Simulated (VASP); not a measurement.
# Cd (P6_3/mmc) in VASP: further runs, part 2 of 2

VASP 6.6.1.

**4. Single point, PBEsol**

This run uses another cell than the first one, of 21.13 Å³/atom, 1.096 times its volume.

The input, INCAR:

```
PREC = Accurate
ENCUT = 520
EDIFF = 1E-6
ISMEAR = 0
SIGMA = 0.1
LREAL = F
LASPH = T
NELM = 80
ALGO = Fast
ISIF = 2
LWAVE = F
LCHARG = F
GGA = PS
NBANDS = 32
```

The input, KPOINTS:

```
Automatic mesh
0
Gamma
  18 18 4
```

The input, POSCAR:

```
Cd
1.0
    2.9444343114      0.0000000000      0.0000000000
   -1.4722171557      2.5499549135      0.0000000000
    0.0000000000      0.0000000000     11.2549534962
Cd
4
Direct
    0.0000000000      0.0000000000      0.0000000000
    0.3333333333      0.6666666667      0.2500000000
    0.0000000000      0.0000000000      0.5000000000
    0.6666666667      0.3333333333      0.7500000000
```

Potentials or basis: VASP PAW PBE potentials, release 64 (Cd).

Started as:

```sh
cat potpaw_PBE.64/Cd/POTCAR > POTCAR
mpirun -np 1 vasp_std > vasp.out
```

OUTCAR:

```text
PREC = Accurate
   ENCUT = 520
   EDIFF = 1E-6
   ISMEAR = 0
   LREAL = F
   LASPH = T
   NELM = 80
   ISIF = 2
   GGA = PS

 ion  position               nearest neighbor table
   1  0.000  0.000  0.000-   2 3.29   4 3.29   4 3.29   2 3.29   4 3.29   2 3.29
   2  0.333  0.667  0.250-   1 3.29   3 3.29   1 3.29   3 3.29   1 3.29   3 3.29
   3  0.000  0.000  0.500-   2 3.29   4 3.29   4 3.29   2 3.29   4 3.29   2 3.29
   4  0.667  0.333  0.750-   1 3.29   3 3.29   1 3.29   3 3.29   1 3.29   3 3.29

  LATTYP: Found a hexagonal cell.
 ALAT       =     2.9444343114
 C/A-ratio  =     3.8224501911

  Lattice vectors:

 A1 = (   2.9444343114,   0.0000000000,   0.0000000000)
 A2 = (  -1.4722171557,   2.5499549135,   0.0000000000)
 A3 = (   0.0000000000,   0.0000000000,  11.2549534962)

Analysis of symmetry for initial positions (statically):
=====================================================================
 Subroutine PRICEL returns:
 Original cell was already a primitive cell.

[... 170 lines left out ...]
  ---------------------------------------------------
  ext. energy  EPLUGINS =         0.00000000
  ---------------------------------------------------
  free energy    TOTEN  =        -4.77754775 eV

  energy without entropy =       -4.77266968  energy(sigma->0) =       -4.77510872

 E-fermi :   3.0116     XC(G=0): -11.3219

 val. band max:        3.0109577289   @ k =   0.5000   0.0000   0.0000
 cond. band min:       3.0228400646   @ k =   0.3333   0.2778   0.0000
 fundamental gap:      0.0118823357
 Fermi energy:         3.0116462956

 k-point     1 :       0.0000    0.0000    0.0000
  band No.  band energies     occupation
      1      -7.0147      2.00000
      2      -6.8906      2.00000
      3      -6.8825      2.00000
      4      -6.7580      2.00000
      5      -6.3239      2.00000
      6      -6.3239      2.00000
[... 829 lines left out ...]
     31       9.5352      0.00000
     32      10.6994      0.00000

 [... further k-points ...]
[... 5 lines left out ...]
  --------------------------------------------------------------------------------------
  -------------------------------------------------------------------------------------
  Total        0.2552314      0.2552314      0.1384611      0.0000000      0.0000000      0.0000000
  in kB        4.8391219      4.8391219      2.6251876      0.0000000      0.0000000      0.0000000
  external PRESSURE =       4.1011438 kB  Pullay stress =       0.0000000 kB

 VOLUME and BASIS-vectors are now :
 -----------------------------------------------------------------------------
  energy-cutoff  :      520.00
  volume of cell :       84.50
      direct lattice vectors                 reciprocal lattice vectors
     2.944434311  0.000000000  0.000000000     0.339623810  0.196081898  0.000000000
    -1.472217156  2.549954914  0.000000000     0.000000000  0.392163797  0.000000000
     0.000000000  0.000000000 11.254953496     0.000000000  0.000000000  0.088849767

 POSITION                                       TOTAL-FORCE (eV/Angst)
 -----------------------------------------------------------------------------------
      0.00000      0.00000      0.00000        -0.000000     -0.000000      0.000000
     -0.00000      1.69997      2.81374        -0.000000      0.000000     -0.000000
      0.00000      0.00000      5.62748         0.000000     -0.000000      0.000000
      1.47222      0.84998      8.44122         0.000000     -0.000000      0.000000
 -----------------------------------------------------------------------------------
    total drift:                               -0.000000      0.000000      0.000000

  FREE ENERGIE OF THE ION-ELECTRON SYSTEM (eV)
  ---------------------------------------------------
  free  energy   TOTEN  =        -4.7775477548 eV

  energy  without entropy=       -4.7726696782  energy(sigma->0) =       -4.77510872
```

stdout:

```text
POSCAR found type information on POSCAR Cd
 POSCAR found :  1 types and       4 ions
 scaLAPACK will be used
 -----------------------------------------------------------------------------
|                                                                             |
|                                                                             |
|     You enforced a specific xc type in the INCAR file but a different       |
|     I HOPE YOU KNOW WHAT YOU ARE DOING!                                     |
|                                                                             |
 -----------------------------------------------------------------------------

 LDA part: xc-table for (Slater+PW92), standard interpolation
 POSCAR, INCAR and KPOINTS ok, starting setup
 FFT: planning ... GRIDC
 FFT: planning ... GRID_SOFT
 FFT: planning ... GRID
 WAVECAR not read
 entering main loop
```

Run time: 4.9 min. Hardware: 1 thread of Oxide Virtual Turin-like, shared host; peak memory 0.32 GiB.

What came out:

* Free energy: -4.7775 eV
* Pressure: 0.4 GPa
* Band gap on the k mesh: zero (band 24 reaches 4.64 eV, above the bottom of band 25 at -0.22 eV)

Stress tensor (GPa, compression positive):
```
0.48 0.00 0.00
0.00 0.48 0.00
0.00 0.00 0.26
```

Levels at points of the mesh, in eV from the Fermi level:
```
           k point  band 22  band 23  band 24  band 25  band 26  band 27
(0.00, 0.00, 0.00)    -7.59    -7.59    -3.28    -3.23     3.48     3.48
(0.50, 0.00, 0.00)    -2.08    -1.65    -1.44    -0.05     0.00     2.20
(0.00, 0.00, 0.50)    -8.53    -5.76    -5.76    -0.15    -0.15     7.43
(0.50, 0.00, 0.50)    -2.22    -1.67    -1.67     0.50     0.50     1.50
```

Caveat: the PAW data sets were made with another functional, which shifts forces and pressure a little.

**5. Overview**

| cell | k mesh | further INCAR settings | gap on the mesh (eV) | pressure (GPa) |
| --- | --- | --- | --- | --- |
| a = 2.887, b = 2.887, c = 10.676 Å, angles 90.0, 90.0, 120.0°, 4 atoms | 15 × 15 × 4 | ALGO = Fast; EDIFF = 1e-07; NBANDS = 32 | none | 7.1 |
| a = 2.970, b = 2.970, c = 10.641 Å, angles 90.0, 90.0, 120.0°, 4 atoms | 15 × 15 × 4 | ALGO = Fast; EDIFF = 1e-06; NBANDS = 32 | none | 2.3 |
| a = 2.944, b = 2.944, c = 11.255 Å, angles 90.0, 90.0, 120.0°, 4 atoms | 18 × 18 × 4 | ALGO = Fast; EDIFF = 1e-06; NBANDS = 32 | none | 0.4 |

Alike in all rows: task single point; level PBEsol; potentials or basis VASP PAW PBE potentials, release 64 (Cd); no spin polarisation; cutoff (eV) 520; smearing gaussian 0.1 eV.

Caveats: the PAW data sets were made with another functional, which shifts forces and pressure a little.

Absolute energies hang on the potentials; compare differences alone.
